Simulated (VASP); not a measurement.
# SiNi (P2_13) in VASP: a series of runs

The runs below take SiNi through single point, with LDA.

Program: VASP 6.6.1. These are calculated values, not measurements. Logs are shortened: lines on timing, memory, paths and dates and some standing lists are left out, and cuts for length are marked.

**1. The cell of the first run**

The structure is cubic, space group P2_13 (No. 198). The conventional cell has a = 4.427 Å, b = 4.427 Å, c = 4.427 Å, α = 90.00°, β = 90.00°, γ = 90.00°. Si (site symmetry 3) has 7 Ni at 2.33 to 2.40 Å and 6 Si at 2.73 Å within 3.1 Å. Within 3.1 Å of Ni (site symmetry 3) lie 7 Si at 2.33 to 2.40 Å and 6 Ni at 2.73 Å.

**2. Single point, LDA**

File INCAR:

```
SYSTEM = SiNi
ALGO = Normal
EDIFF = 1E-6
ENCUT = 520
GGA = CA
ISIF = 2
ISMEAR = 0
LASPH = .TRUE.
LCHARG = .TRUE.
LELF = .TRUE.
LREAL = .FALSE.
LVHAR = .TRUE.
LWAVE = .FALSE.
NBANDS = 38
NELM = 60
PREC = Accurate
SIGMA = 0.1
```

File KPOINTS:

```
k-points
0
G
  4 4 4
  0 0 0
```

File POSCAR:

```
SiNi
1.0
    4.4272270926      0.0000000000      0.0000000000
    0.0000000000      4.4272270926      0.0000000000
    0.0000000000      0.0000000000      4.4272270926
Si Ni
4 4
Direct
    0.6536710298      0.1536710298      0.3463289702
    0.1536710298      0.3463289702      0.6536710298
    0.3463289702      0.6536710298      0.1536710298
    0.8463289702      0.8463289702      0.8463289702
    0.3504371293      0.8504371293      0.6495628707
    0.8504371293      0.6495628707      0.3504371293
    0.6495628707      0.3504371293      0.8504371293
    0.1495628707      0.1495628707      0.1495628707
```

Potentials or basis: VASP PAW LDA potentials, release 64 (Si, Ni).

Command:

```bash
cat potpaw_LDA.64/Si/POTCAR potpaw_LDA.64/Ni/POTCAR > POTCAR
mpirun -np 1 vasp_std > vasp.out
```

OUTCAR:

```text
SYSTEM = SiNi
   EDIFF = 1E-6
   ENCUT = 520
   GGA = CA
   ISIF = 2
   ISMEAR = 0
   LASPH = .TRUE.
   LREAL = .FALSE.
   NELM = 60
   PREC = Accurate

 ion  position               nearest neighbor table
   1  0.654  0.154  0.346-   5 2.33   6 2.36   8 2.36   7 2.36   7 2.40   6 2.40   8 2.40   2 2.73
                             4 2.73   3 2.73   3 2.73   2 2.73   4 2.73
   2  0.154  0.346  0.654-   6 2.33   5 2.36   7 2.36   8 2.36   5 2.40   8 2.40   7 2.40   1 2.73
                             3 2.73   3 2.73   4 2.73   1 2.73   4 2.73
   3  0.346  0.654  0.154-   7 2.33   6 2.36   8 2.36   5 2.36   6 2.40   5 2.40   8 2.40   1 2.73
                             2 2.73   2 2.73   1 2.73   4 2.73   4 2.73
   4  0.846  0.846  0.846-   8 2.33   7 2.36   5 2.36   6 2.36   7 2.40   6 2.40   5 2.40   2 2.73
                             3 2.73   1 2.73   1 2.73   2 2.73   3 2.73
   5  0.350  0.850  0.650-   1 2.33   2 2.36   4 2.36   3 2.36   3 2.40   2 2.40   4 2.40   8 2.73
                             8 2.73   6 2.73   7 2.73   7 2.73   6 2.73
   6  0.850  0.650  0.350-   2 2.33   1 2.36   3 2.36   4 2.36   1 2.40   4 2.40   3 2.40   8 2.73
                             5 2.73   7 2.73   8 2.73   7 2.73   5 2.73
   7  0.650  0.350  0.850-   3 2.33   2 2.36   4 2.36   1 2.36   2 2.40   1 2.40   4 2.40   8 2.73
                             5 2.73   6 2.73   6 2.73   5 2.73   8 2.73
   8  0.150  0.150  0.150-   4 2.33   3 2.36   1 2.36   2 2.36   3 2.40   2 2.40   1 2.40   5 2.73
                             6 2.73   7 2.73   5 2.73   6 2.73   7 2.73

  LATTYP: Found a simple cubic cell.
 ALAT       =     4.4272270926

  Lattice vectors:

 A1 = (   4.4272270926,   0.0000000000,   0.0000000000)
 A2 = (   0.0000000000,   4.4272270926,   0.0000000000)
 A3 = (   0.0000000000,   0.0000000000,   4.4272270926)

Analysis of symmetry for initial positions (statically):
=====================================================================
 Subroutine PRICEL returns:
 Original cell was already a primitive cell.

 Routine SETGRP: Setting up the symmetry group for a
 simple cubic supercell.

 Subroutine GETGRP returns: Found 12 space group operations
 (whereof  3 operations were pure point group operations)
 out of a pool of 48 trial point group operations.

The static configuration has the point symmetry C_3 .
 The point group associated with its full space group is T   .

Analysis of symmetry for dynamics (positions and initial velocities):
=====================================================================
 Subroutine PRICEL returns:
 Original cell was already a primitive cell.

 Routine SETGRP: Setting up the symmetry group for a
 simple cubic supercell.

 Subroutine GETGRP returns: Found 12 space group operations
[... 112 lines left out ...]
   PSTRESS=    0.0 pullay stress
   NELECT =      56.0000    total number of electrons
   NUPDOWN=      -1.0000    fix difference up-down
   EMIN   =  10.00;   EMAX   =-10.00  energy-range for DOS
   EFERMI =   0.00;   METHOD = LEGACY
   ISMEAR =     0;   SIGMA  =   0.10  broadening in eV -4-tet -1-fermi 0-gaus
   EFERMI_NEDOS =   21; number of points for ismear=-14 and -15
   IALGO  =     38    algorithm
   IMIX   =      4    mixing-type and parameters
     AMIX     =   0.40;   BMIX     =  1.00
     AMIX_MAG =   1.60;   BMIX_MAG =  1.00
  volume/ion in A,a.u.               =      10.85        73.20
  Fermi-wavevector in a.u.,A,eV,Ry     =   1.414726  2.673445 27.231381  2.001450
  Thomas-Fermi vector in A             =   2.536238
   LORBIT       =      0    0 simple, 1 ext, 2 COOP (PROOUT), +10 PAW based schemes
   GGA     = CA    functional components
   LHFCALC =     F    Hartree Fock is set to
   AEXX    =    0.0000 exact exchange contribution
   IVDW    =     0    specifies the selected vdW correction
   LEPSILON=     F    determine dielectric tensor
   LRPA    =     F    only Hartree local field effects (RPA)
 non-spin polarized calculation
 Gauss-broadening in eV      SIGMA  =   0.10
  energy-cutoff  :      520.00
  volume of cell :       86.78
 maximum number of plane-waves:      2360
 NGX is ok and might be reduce to    36
   NGX = 17   NGY = 17   NGZ = 17

 number of electron      56.0000000 magnetization

 Free energy of the ion-electron system (eV)
  ---------------------------------------------------
  ext. energy  EPLUGINS =         0.00000000
  ---------------------------------------------------
  free energy    TOTEN  =       -54.22512052 eV

  energy without entropy =      -54.20186733  energy(sigma->0) =      -54.21349393

 E-fermi :  12.7151     XC(G=0): -13.0225

 val. band max:       12.7145880528   @ k =   0.2500   0.0000   0.0000
 cond. band min:      12.7265912900   @ k =   0.2500   0.0000   0.0000
 fundamental gap:      0.0120032371
 Fermi energy:        12.7151089298

 k-point     1 :       0.0000    0.0000    0.0000
  band No.  band energies     occupation
      1      -2.0072      2.00000
      2       3.5609      2.00000
      3       3.5609      2.00000
      4       3.5609      2.00000
      5       6.0543      2.00000
      6       6.0543      2.00000
[... 440 lines left out ...]
     37      19.2651      0.00000
     38      19.2651      0.00000

------------------------ aborting loop because EDIFF is reached ----------------------------------------

  FORCE on cell =-STRESS in cart. coord.  units (eV):
  Direction    XX          YY          ZZ          XY          YZ          ZX
  --------------------------------------------------------------------------------------
  -------------------------------------------------------------------------------------
  Total        0.4255283      0.4255283      0.4255283     -0.0000000      0.0000000      0.0000000
  in kB        7.8567628      7.8567628      7.8567628     -0.0000000      0.0000000      0.0000000
  external PRESSURE =       7.8567628 kB  Pullay stress =       0.0000000 kB

 VOLUME and BASIS-vectors are now :
 -----------------------------------------------------------------------------
  energy-cutoff  :      520.00
  volume of cell :       86.78
      direct lattice vectors                 reciprocal lattice vectors
     4.427227093  0.000000000  0.000000000     0.225875018  0.000000000  0.000000000
     0.000000000  4.427227093  0.000000000     0.000000000  0.225875018  0.000000000
     0.000000000  0.000000000  4.427227093     0.000000000  0.000000000  0.225875018

 POSITION                                       TOTAL-FORCE (eV/Angst)
 -----------------------------------------------------------------------------------
      2.89395      0.68034      1.53328        -0.000393     -0.000393      0.000393
      0.68034      1.53328      2.89395        -0.000393      0.000393     -0.000393
      1.53328      2.89395      0.68034         0.000393     -0.000393     -0.000393
      3.74689      3.74689      3.74689         0.000393      0.000393      0.000393
      1.55146      3.76508      2.87576         0.004358      0.004358     -0.004358
      3.76508      2.87576      1.55146         0.004358     -0.004358      0.004358
      2.87576      1.55146      3.76508        -0.004358      0.004358      0.004358
      0.66215      0.66215      0.66215        -0.004358     -0.004358     -0.004358
 -----------------------------------------------------------------------------------
    total drift:                                0.000000     -0.000000     -0.000000

  FREE ENERGIE OF THE ION-ELECTRON SYSTEM (eV)
  ---------------------------------------------------
  free  energy   TOTEN  =       -54.2251205223 eV

  energy  without entropy=      -54.2018673313  energy(sigma->0) =      -54.21349393
```

It took 72 s on 1 thread of AMD EPYC 7R13, shared host; peak memory 0.18 GiB.

What came out:

```
Free energy            : -54.2251 eV
Pressure               : 0.8 GPa
Largest force          : 0.008 eV/Å
Band gap on the k mesh : zero (bands 28 and 29 overlap by 1.28 eV)
```

Forces in eV/Å, atoms in the order of the input:
```
Si   0.000  0.000  0.000
Si   0.000  0.000  0.000
Si   0.000  0.000  0.000
Si   0.000  0.000  0.000
Ni   0.004  0.004 -0.004
Ni   0.004 -0.004  0.004
Ni  -0.004  0.004  0.004
Ni  -0.004 -0.004 -0.004
```

Levels at points of the mesh, in eV from the Fermi level:
```csv
k point,band 25,band 26,band 27,band 28,band 29,band 30,band 31,band 32
"(0.00, 0.00, 0.00)",-1.82,-1.82,-1.82,1.02,1.02,1.02,1.35,1.35
"(0.50, 0.00, 0.00)",-2.23,-2.23,-0.75,-0.75,-0.26,-0.26,2.79,2.79
"(0.50, 0.50, 0.00)",-1.72,-1.72,-1.11,-1.11,0.32,0.32,0.83,0.83
"(0.50, 0.50, 0.50)",-2.00,-2.00,-2.00,-2.00,4.32,4.32,4.32,4.32
```

Spin polarisation is off, so any magnetic state and its effect on volume and gap are missing.

**3. Single point, LDA**

This run uses another cell than the first one, of 11.42 Å³/atom.

File INCAR:

```
ALGO = Normal
EDIFF = 1E-7
ENCUT = 520
ISIF = 2
ISMEAR = 0
LASPH = True
LCHARG = False
LREAL = False
LWAVE = False
NBANDS = 38
NELM = 80
PREC = Accurate
SIGMA = 0.1
```

File KPOINTS:

```
k-points
0
Gamma
  4 4 4
```

File POSCAR:

```
SiNi
1.0
    4.5036940000      0.0000000000      0.0000000000
    0.0000000000      4.5036940000      0.0000000000
    0.0000000000      0.0000000000      4.5036940000
Si Ni
4 4
Direct
    0.6531700000      0.1531700000      0.3468300000
    0.1531700000      0.3468300000      0.6531700000
    0.3468300000      0.6531700000      0.1531700000
    0.8468300000      0.8468300000      0.8468300000
    0.3504960000      0.8504960000      0.6495040000
    0.8504960000      0.6495040000      0.3504960000
    0.6495040000      0.3504960000      0.8504960000
    0.1495040000      0.1495040000      0.1495040000
```

Potentials or basis: VASP PAW LDA potentials, release 64 (Si, Ni).

Command:

```bash
cat potpaw_LDA.64/Si/POTCAR potpaw_LDA.64/Ni/POTCAR > POTCAR
mpirun -np 1 vasp_std > vasp.out
```

It took 76 s on 1 thread of AMD EPYC 7R13, shared host; peak memory 0.18 GiB.

It converged, with:

| Quantity | Value |
| --- | --- |
| Free energy | -54.1032 eV |
| Pressure | -8.9 GPa |
| Largest force | 0.063 eV/Å |
| Band gap on the k mesh | zero (bands 28 and 29 overlap by 1.18 eV) |

Forces in eV/Å, atoms in the order of the input:
```
Si   0.036  0.036 -0.036
Si   0.036 -0.036  0.036
Si  -0.036  0.036  0.036
Si  -0.036 -0.036 -0.036
Ni   0.019  0.019 -0.019
Ni   0.019 -0.019  0.019
Ni  -0.019  0.019  0.019
Ni  -0.019 -0.019 -0.019
```

Levels at points of the mesh, in eV from the Fermi level:
| k point | band 25 | band 26 | band 27 | band 28 | band 29 | band 30 | band 31 | band 32 |
| --- | --- | --- | --- | --- | --- | --- | --- | --- |
| (0.00, 0.00, 0.00) | -1.67 | -1.67 | -1.67 | 0.91 | 0.91 | 0.91 | 1.35 | 1.35 |
| (0.50, 0.00, 0.00) | -2.04 | -2.04 | -0.66 | -0.66 | -0.27 | -0.27 | 2.69 | 2.69 |
| (0.50, 0.50, 0.00) | -1.57 | -1.57 | -1.02 | -1.02 | 0.27 | 0.27 | 0.81 | 0.81 |
| (0.50, 0.50, 0.50) | -1.83 | -1.83 | -1.83 | -1.83 | 4.09 | 4.09 | 4.09 | 4.09 |

Caveat: the cell stands under tension. Spin polarisation is off, so any magnetic state and its effect on volume and gap are missing.

The gap in the log of VASP goes by the Fermi energy; the results here count the filled bands.